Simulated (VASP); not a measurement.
HfB2, 3 atoms in the cell. It takes space group P6/mmm (No. 191, hexagonal). The conventional cell has a = 3.140 Å, b = 3.140 Å, c = 3.480 Å, α = 90.00°, β = 90.00°, γ = 120.00°. Within 3.3 Å of Hf (site symmetry 6/mmm) lie 12 B at 2.51 Å and 6 Hf at 3.14 Å. Within 2.4 Å of B (site symmetry -6m2) lie 3 B at 1.81 Å. 

```yaml
Program: VASP 6.6.1
Task: relaxation of cell and atoms
Functional: PBE
Potentials_or_basis: VASP PAW PBE potentials, release 64 (Hf_pv, B)
Cutoff: 600 eV
k_mesh: 10 × 10 × 8
Occupations: fermi-dirac, width 0.05 eV
Spin: no spin polarisation
Hubbard_terms: Hf d U = 3.0 eV
Dipole_correction: no
Further_INCAR_settings: ALGO = Normal; EDIFF = 1e-06; IBRION = 2; EDIFFG = -0.01; NSW = 60; ISIF = 3
```

Potentials or basis: VASP PAW PBE potentials, release 64 (Hf_pv, B).

Command:

```sh
$ cat potpaw_PBE.64/Hf_pv/POTCAR potpaw_PBE.64/B/POTCAR > POTCAR
$ mpirun -np 1 vasp_std > vasp.out
```

Hardware: 1 thread of Intel(R) Xeon(R) 6975P-C (Granite Rapids) (shared host).

Q: How long does it take, and how much memory?

A: It took 59 s on 1 thread of Intel(R) Xeon(R) 6975P-C (Granite Rapids), with other jobs on the host, peak memory 0.19 GiB. Counts: scf iterations 43, k points 70, ion steps 6.
